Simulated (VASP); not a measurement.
A run of VASP 6.6.1 is set up as follows.

Contents of INCAR:

```
SYSTEM = Co
AGGAC = 0.0 ; ALDAC = 0.0
ALGO = Normal ; EDIFF = 1E-6
ENCUT = 690 ; GGA = PE
GGA_COMPAT = .False. ; ISIF = 2
ISMEAR = -1 ; ISPIN = 2
LASPH = .True. ; LCHARG = .False.
LMAXMIX = 4 ; LORBIT = 11
LREAL = .False. ; LWAVE = .False.
MAGMOM = 2 2 ; NBANDS = 28
NELM = 200 ; PREC = Accurate
SIGMA = 0.05
```

The input KPOINTS:

```
k-points
0
Gamma
  12 12 7
  0 0 0
```

File POSCAR:

```
Co
1.0
    2.4554087999      0.0000000000      0.0000000000
   -1.2277044000      2.1264463974      0.0000000000
    0.0000000000      0.0000000000      3.9941557227
Co
2
Direct
    0.6666666667      0.3333333333      0.7500000000
    0.3333333333      0.6666666667      0.2500000000
```

Potentials or basis: VASP PAW PBE potentials, release 64 (Co_sv).

Launch:

```sh
$ cat potpaw_PBE.64/Co_sv/POTCAR > POTCAR
$ mpirun -np 1 vasp_std > vasp.out
```

Problem. Estimate the net moment.

Solution. 3.28 μB per cell.

Problem. What does it give for the pressure?

Solution. 38.0 GPa.

Problem. What does it give for the site moments?

Solution. Co +1.73 μB.

Stress tensor (GPa, compression positive):
```
38.89  0.00  0.00
 0.00 38.89  0.00
 0.00  0.00 36.08
```

Caveat: the cell stands under pressure.
